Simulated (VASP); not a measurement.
# TiO2 (R-3m) in VASP: single point with PBEsol

Aim: the single point of TiO2 with PBEsol.

Program: VASP 6.6.1. These are calculated values, not measurements. Logs are shortened: lines on timing, memory, paths and dates and some standing lists are left out, and cuts for length are marked.

### Step 1. The cell of the first run

It takes space group R-3m (No. 166, trigonal). The conventional cell has a = 2.995 Å, b = 2.995 Å, c = 20.945 Å, α = 90.00°, β = 90.00°, γ = 120.00°. Ti (site symmetry -3m) has 6 O at 1.98 Å within 2.6 Å. O (site symmetry 3m) has 3 Ti at 1.98 Å and 3 O at 2.60 Å within 2.6 Å.

### Step 2. Single point, PBEsol

The input, INCAR:

```
PREC     = Accurate       # precision mode
ENCUT    = 520            # plane-wave cutoff, eV
EDIFF    = 1E-6           # SCF threshold, eV
ISMEAR   = 1              # smearing method
SIGMA    = 0.02           # smearing width, eV
LREAL    = False          # projectors in reciprocal space
LASPH    = True           # aspherical terms in the spheres
NELM     = 100            # most SCF steps
ALGO     = Normal         # electronic algorithm
ISIF     = 2              # what is computed and relaxed
LWAVE    = False          # write WAVECAR
LCHARG   = True           # write CHGCAR
GGA      = PS             # functional
LELF     = True           # ELF
LVHAR    = True         
NBANDS   = 19             # bands
```

The input, KPOINTS:

```
Automatic mesh
0
Gamma
  8 8 8
```

The input, POSCAR:

```
TiO2
1.0
    7.1924470000      0.0000000000      0.0000000000
    6.5690148859      2.9290505761      0.0000000000
    6.5690148859      1.3981782601      2.5737977446
Ti O
1 2
Direct
    0.0000000000      0.0000000000      0.0000000000
    0.6204700000      0.6204700000      0.6204700000
    0.3795300000      0.3795300000      0.3795300000
```

Potentials or basis: VASP PAW PBE potentials, release 64 (Ti_sv, O).

Launch:

```bash
cat potpaw_PBE.64/Ti_sv/POTCAR potpaw_PBE.64/O/POTCAR > POTCAR
mpirun -np 1 vasp_std > vasp.out
```

OUTCAR:

```text
PREC = Accurate
   ENCUT = 520
   EDIFF = 1E-6
   ISMEAR = 1
   LREAL = False
   LASPH = True
   NELM = 100
   ISIF = 2
   GGA = PS

 ion  position               nearest neighbor table
   1  0.000  0.000  0.000-   2 1.98   3 1.98   2 1.98   3 1.98   2 1.98   3 1.98
   2  0.620  0.620  0.620-   1 1.98   1 1.98   1 1.98
   3  0.380  0.380  0.380-   1 1.98   1 1.98   1 1.98

  LATTYP: Found a trigonal (rhomboedric) cell.
 ALAT       =     7.1924470000
 COS(alpha) =     0.9133212780

  Lattice vectors:

 A1 = (   7.1924470000,   0.0000000000,   0.0000000000)
 A2 = (   6.5690148859,   2.9290505761,   0.0000000000)
 A3 = (   6.5690148859,   1.3981782601,   2.5737977446)

Analysis of symmetry for initial positions (statically):
=====================================================================
 Subroutine PRICEL returns:
 Original cell was already a primitive cell.

 Routine SETGRP: Setting up the symmetry group for a
 trigonal (rhombohedral) supercell.

 Subroutine GETGRP returns: Found 12 space group operations
 (whereof 12 operations were pure point group operations)
 out of a pool of 12 trial point group operations.

The static configuration has the point symmetry D_3d.

Analysis of symmetry for dynamics (positions and initial velocities):
=====================================================================
 Subroutine PRICEL returns:
 Original cell was already a primitive cell.

 Routine SETGRP: Setting up the symmetry group for a
 trigonal (rhombohedral) supercell.

 Subroutine GETGRP returns: Found 12 space group operations
 (whereof 12 operations were pure point group operations)
 out of a pool of 12 trial point group operations.

The dynamic configuration has the point symmetry D_3d.

 Subroutine INISYM returns: Found 12 space group operations
 (whereof 12 operations are pure point group operations),
 and found     1 'primitive' translations

----------------------------------------------------------------------------------------

                                     Primitive cell

  volume of cell :      54.2223

  direct lattice vectors                    reciprocal lattice vectors
     7.192447000  0.000000000  0.000000000     0.139034740 -0.311814786 -0.185464699
     6.569014886  2.929050576  0.000000000     0.000000000  0.341407556 -0.185464699
     6.569014886  1.398178260  2.573797745     0.000000000  0.000000000  0.388530918

  length of vectors
[... 83 lines left out ...]
   NELM   =    100;   NELMIN=  2; NELMDL= -5     # of ELM steps
   EDIFF  = 0.1E-05   stopping-criterion for ELM
   LREAL  =      F    real-space projection
   EDIFFG = 0.1E-04   stopping-criterion for IOM
   NSW    =      0    number of steps for IOM
   IBRION =     -1    ionic relax: 0-MD 1-quasi-New 2-CG
   NFREE  =      0    steps in history (QN), initial steepest desc. (CG)
   ISIF   =      2    stress and relaxation
   ISYM   =      2    0-nonsym 1-usesym 2-fastsym
   POTIM  = 0.5000    time-step for ionic-motion
   TEBEG  =    0.0;   TEEND  =   0.0 temperature during run
   PSTRESS=    0.0 pullay stress
   NELECT =      24.0000    total number of electrons
   NUPDOWN=      -1.0000    fix difference up-down
   EMIN   =  10.00;   EMAX   =-10.00  energy-range for DOS
   EFERMI =   0.00;   METHOD = LEGACY
   ISMEAR =     1;   SIGMA  =   0.02  broadening in eV -4-tet -1-fermi 0-gaus
   EFERMI_NEDOS =   21; number of points for ismear=-14 and -15
   IALGO  =     38    algorithm
   IMIX   =      4    mixing-type and parameters
     AMIX     =   0.40;   BMIX     =  1.00
     AMIX_MAG =   1.60;   BMIX_MAG =  1.00
  volume/ion in A,a.u.               =      18.07       121.97
  Fermi-wavevector in a.u.,A,eV,Ry     =   1.247630  2.357679 21.178576  1.556581
  Thomas-Fermi vector in A             =   2.381754
   LORBIT       =      0    0 simple, 1 ext, 2 COOP (PROOUT), +10 PAW based schemes
   GGA     = PS    functional components
   LHFCALC =     F    Hartree Fock is set to
   AEXX    =    0.0000 exact exchange contribution
   IVDW    =     0    specifies the selected vdW correction
   LEPSILON=     F    determine dielectric tensor
   LRPA    =     F    only Hartree local field effects (RPA)
 non-spin polarized calculation
 Methfessel and Paxton  Order N= 1 SIGMA  =   0.02
  energy-cutoff  :      520.00
  volume of cell :       54.22
 maximum number of plane-waves:      1507
 NGX is ok and might be reduce to    54
   NGX = 27   NGY = 27   NGZ = 27

 number of electron      24.0000006 magnetization

 Free energy of the ion-electron system (eV)
  ---------------------------------------------------
  ext. energy  EPLUGINS =         0.00000000
  ---------------------------------------------------
  free energy    TOTEN  =       -27.63119828 eV

  energy without entropy =      -27.63119828  energy(sigma->0) =      -27.63119828

 E-fermi :  -1.0125     XC(G=0):  -7.7380

 val. band max:       -1.1974414223   @ k =  -0.1250   0.1250  -0.0000
 cond. band min:       1.4605808081   @ k =   0.0000   0.0000   0.0000
 fundamental gap:      2.6580222305
 Fermi energy:        -1.0124787947

 k-point     1 :       0.0000    0.0000    0.0000
  band No.  band energies     occupation
      1     -57.3063      2.00000
      2     -33.6781      2.00000
      3     -33.3971      2.00000
      4     -33.3971      2.00000
      5     -18.5075      2.00000
      6     -16.7244      2.00000
[... 505 lines left out ...]
      6     -17.0353      2.00000
[... 11 lines left out ...]
     18       7.6009      0.00000
     19      10.2993      0.00000

 [... further k-points ...]

------------------------ aborting loop because EDIFF is reached ----------------------------------------

  FORCE on cell =-STRESS in cart. coord.  units (eV):
  Direction    XX          YY          ZZ          XY          YZ          ZX
  --------------------------------------------------------------------------------------
  -------------------------------------------------------------------------------------
  Total       -0.8363330     -1.5323685     -1.5537124      0.1551772      0.0196451      0.0922981
  in kB      -24.7122265    -45.2788983    -45.9095734      4.5852249      0.5804803      2.7272516
  external PRESSURE =     -38.6335661 kB  Pullay stress =       0.0000000 kB

 VOLUME and BASIS-vectors are now :
 -----------------------------------------------------------------------------
  energy-cutoff  :      520.00
  volume of cell :       54.22
      direct lattice vectors                 reciprocal lattice vectors
     7.192447000  0.000000000  0.000000000     0.139034740 -0.311814786 -0.185464699
     6.569014886  2.929050576  0.000000000     0.000000000  0.341407556 -0.185464699
     6.569014886  1.398178260  2.573797745     0.000000000  0.000000000  0.388530918

 POSITION                                       TOTAL-FORCE (eV/Angst)
 -----------------------------------------------------------------------------------
      0.00000      0.00000      0.00000        -0.000000     -0.000000      0.000000
     12.61445      2.68492      1.59696         0.372624      0.079311      0.047173
      7.71603      1.64231      0.97683        -0.372624     -0.079311     -0.047173
 -----------------------------------------------------------------------------------
    total drift:                                0.000000      0.000000     -0.000000

  FREE ENERGIE OF THE ION-ELECTRON SYSTEM (eV)
  ---------------------------------------------------
  free  energy   TOTEN  =       -27.6311982765 eV

  energy  without entropy=      -27.6311982765  energy(sigma->0) =      -27.63119828
```

Wall time 5 min (1 thread of Intel Xeon Platinum 8375C at 2.90GHz (Ice Lake), shared host); peak memory 0.41 GiB.

Results:

* Free energy: -27.6312 eV
* Pressure: -3.9 GPa
* Largest force: 0.384 eV/Å
* Band gap on the k mesh: 2.66 eV, indirect (least direct gap 2.83 eV)

Forces in eV/Å, atoms in the order of the input:
```
Ti   0.000  0.000  0.000
O    0.373  0.079  0.047
O   -0.373 -0.079 -0.047
```

Stress tensor (GPa, compression positive):
```
-2.47  0.46  0.27
 0.46 -4.53  0.06
 0.27  0.06 -4.59
```

Caveat: the PAW data sets were made with another functional, which shifts forces and pressure a little. PBEsol gaps usually lie below the measured ones, often by a third to a half.
